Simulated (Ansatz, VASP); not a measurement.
Mg3TeSe2: VASP beside Ansatz

```xyz
6
Lattice="6.1039 0.0000 0.0000 -3.0519 5.2861 0.0000 0.0000 0.0000 7.8782" Properties=species:S:1:pos:R:3 pbc="T T T"
Mg    3.0519    0.0000    0.0000
Mg   -1.5260    2.6430    0.0000
Mg    1.5260    2.6430    0.0000
Te    0.0000    0.0000    0.0000
Se    0.0000    0.0000    2.7122
Se    0.0000    0.0000    5.1660
```

Alike in both runs: functional PBE; k mesh 6 × 6 × 6; occupations gaussian, width 0.1 eV; no spin polarisation.

Ansatz relaxed the structure, and its values are those at the end. VASP's run is a single point on that final structure, the one shown.

|  | VASP | Ansatz |
| --- | --- | --- |
| version | VASP 6.6.1 | Ansatz 0.2.0 |
| potentials or method | VASP PAW PBE potentials, release 64 (Mg, Te, Se), cutoff 520 eV | scalar-relativistic, plane waves, PAW |
| valence electrons in the cell | 24 | 78 |

```tsv
	VASP	Ansatz	Ansatz less VASP
gap on the k mesh at the Fermi level (eV)	none	none	-
pressure (GPa)	0.0	0.0	+0.02
```

A gap of «none» marks a metal or a gap that the smearing closes. The functional is the same, so the differences come from potentials, cutoffs and numerics. VASP's potentials hold 24 valence electrons a cell and Ansatz's 78, so a difference there can come from the potentials and not from the codes.

Spin-orbit coupling is off throughout.
